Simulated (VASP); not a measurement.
Runs of VASP 6.6.1 on BAs (rocksalt type). The structure is that of space group Fm-3m (No. 225), or close to it. The cells are those of the table. 

| task | cell | cutoff (eV) | gap on the mesh (eV) | pressure (GPa) |
| --- | --- | --- | --- | --- |
| single point | a = 2.925 Å, angles 60.0°, 2 atoms | 520 | none | (a) |
| single point | a = 3.264 Å, angles 60.0°, 2 atoms | 520 | none | 0.4 |
| single point | a = 3.128 Å, angles 60.0°, 2 atoms | 520 | none | (b) |
| single point | a = 3.030 Å, angles 60.0°, 2 atoms | 520 | none | 47.3 |
| single point | a = 2.674 Å, angles 60.0°, 2 atoms | 520 | none | 268.2 |
| single point | a = 2.813 Å, angles 60.0°, 2 atoms | 520 | none | 148.4 |
| relaxation of cell and atoms | relaxed from a = 3.047 Å, angles 60.0°, 2 atoms | 600 | none | 0.1 |
| single point | a = 3.197 Å, angles 60.0°, 2 atoms | 520 | none | 9.7 |

Alike in all rows: level PBE; potentials or basis VASP PAW PBE potentials, release 64 (B, As); no spin polarisation; k mesh 15 × 15 × 15; smearing fermi-dirac 0.08 eV.

Q: Fill in the values left out.

A: (a) 85.9; (b) 22.5.

A k mesh can miss the band edges, and the runs leave out spin-orbit coupling on As.

A gap of «none» marks levels without a gap at the run's occupations.
